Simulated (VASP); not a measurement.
The system is SnO2.

```
Sn O
1.0
     5.17526    0.00000    0.00000
     0.00000    5.17526    0.00000
     0.00000    0.00000    5.17526
Sn O
4 8
Direct
  0.00000 0.00000 0.00000
  0.50000 0.00000 0.50000
  0.50000 0.50000 0.00000
  0.00000 0.50000 0.50000
  0.66110 0.83890 0.16110
  0.83890 0.16110 0.66110
  0.16110 0.66110 0.83890
  0.33890 0.33890 0.33890
  0.66110 0.66110 0.66110
  0.83890 0.33890 0.16110
  0.16110 0.83890 0.33890
  0.33890 0.16110 0.83890
```

| Item | Value |
| --- | --- |
| Program | VASP 6.6.1 |
| Task | relaxation of cell and atoms |
| Functional | PBE |
| Dispersion | D4 |
| Potentials or basis | VASP PAW PBE potentials, release 64 (Sn_d, O) |
| Cutoff | 600 eV |
| k mesh | 4 × 4 × 4 |
| Occupations | fermi-dirac, width 0.05 eV |
| Spin | no spin polarisation |

At the start: pressure -3.8 GPa; volume 11.55 Å³/atom.

Task: How do energy, volume and symmetry change on relaxing?

Result: Over 10 steps the energy falls by 2.9 meV/atom and the volume is 11.31 Å³/atom (-2.1 %); space group Pa-3 (No. 205, to 0.1 Å) before and after.

Step by step:
| step | energy change (eV) | largest force (eV/Å) | pressure (GPa) | volume (Å³) |
| --- | --- | --- | --- | --- |
| 1 | 0.0000 | 0.0081 | -3.85 | 138.61 |
| 2 | 0.0024 | 0.0457 | 4.35 | 133.12 |
| 3 | -0.0339 | 0.0259 | -0.02 | 135.86 |
| 4 | -0.0339 | 0.0262 | 0.13 | 135.81 |
| 5 | -0.0341 | 0.0216 | -0.17 | 135.96 |
| 6 | -0.0341 | 0.0206 | -0.23 | 136.00 |
| 7 | -0.0342 | 0.0184 | -0.22 | 135.99 |
| 8 | -0.0345 | 0.0113 | -0.20 | 135.97 |
| 9 | -0.0347 | 0.0028 | -0.16 | 135.92 |
| 10 | -0.0348 | 0.0005 | 0.05 | 135.77 |

Final structure:
```cif
data_structure
_symmetry_space_group_name_H-M 'P 1'
_symmetry_Int_Tables_number 1
_cell_length_a 5.1396
_cell_length_b 5.1396
_cell_length_c 5.1396
_cell_angle_alpha 90.000
_cell_angle_beta 90.000
_cell_angle_gamma 90.000
_cell_volume 135.77
loop_
_atom_site_label
_atom_site_type_symbol
_atom_site_fract_x
_atom_site_fract_y
_atom_site_fract_z
_atom_site_occupancy
Sn1 Sn 0.00000 0.00000 0.00000 1
Sn2 Sn 0.50000 0.00000 0.50000 1
Sn3 Sn 0.50000 0.50000 0.00000 1
Sn4 Sn 0.00000 0.50000 0.50000 1
O1 O 0.66012 0.83988 0.16012 1
O2 O 0.83988 0.16012 0.66012 1
O3 O 0.16012 0.66012 0.83988 1
O4 O 0.33988 0.33988 0.33988 1
O5 O 0.66012 0.66012 0.66012 1
O6 O 0.83988 0.33988 0.16012 1
O7 O 0.16012 0.83988 0.33988 1
O8 O 0.33988 0.16012 0.83988 1
```
